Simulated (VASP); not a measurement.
C: single point with LDA

The system is C.

```
C
1.0
     0.00000    1.73881    1.78340
     1.73881    0.00000    1.78340
     1.73881    1.73881    0.00000
C
2
Direct
  0.50000 0.50000 0.50000
  0.75000 0.75000 0.75000
```

This cell differs from its parent crystal: strain -0.0250 x Voigt [1, 1, 0, 0, 0, 0].

* Program: VASP 6.6.1
* Task: single point
* Functional: LDA
* Potentials or basis: VASP PAW LDA potentials, release 64 (C)
* Cutoff: 520 eV
* k mesh: 12 × 12 × 12
* Occupations: gaussian, width 0.05 eV
* Spin: no spin polarisation
* Dipole correction: no
* Further INCAR settings: ALGO = Normal; EDIFF = 1e-07; NBANDS = 11

* Pressure: 11.9 GPa
* Band gap on the k mesh: 3.92 eV, indirect (least direct gap 5.45 eV)

Stress tensor (GPa, compression positive):
```
20.38  0.00  0.00
 0.00 20.38  0.00
 0.00  0.00 -4.96
```

Levels at points of the mesh, in eV from the valence-band top:
| k point | band 1 | band 2 | band 3 | band 4 | band 5 | band 6 | band 7 | band 8 |
| --- | --- | --- | --- | --- | --- | --- | --- | --- |
| (0.00, 0.00, 0.00) | -22.14 | -0.41 | 0.00 | 0.00 | 5.45 | 5.45 | 5.77 | 14.58 |
| (0.50, 0.00, 0.00) | -16.00 | -14.06 | -3.30 | -2.81 | 8.17 | 8.58 | 9.75 | 15.74 |
| (0.50, 0.50, 0.00) | -13.38 | -13.38 | -6.47 | -6.47 | 5.10 | 5.10 | 17.17 | 17.17 |
| (0.50, 0.00, 0.50) | -12.97 | -12.97 | -6.86 | -6.86 | 4.48 | 4.48 | 17.28 | 17.28 |

It took 26 s on 1 thread of AMD EPYC 7R13 (shared host), peak memory 0.09 GiB.

Caveat: the cell differs from its parent crystal (strain -0.0250 x Voigt [1, 1, 0, 0, 0, 0]). A k mesh can miss the band edges.
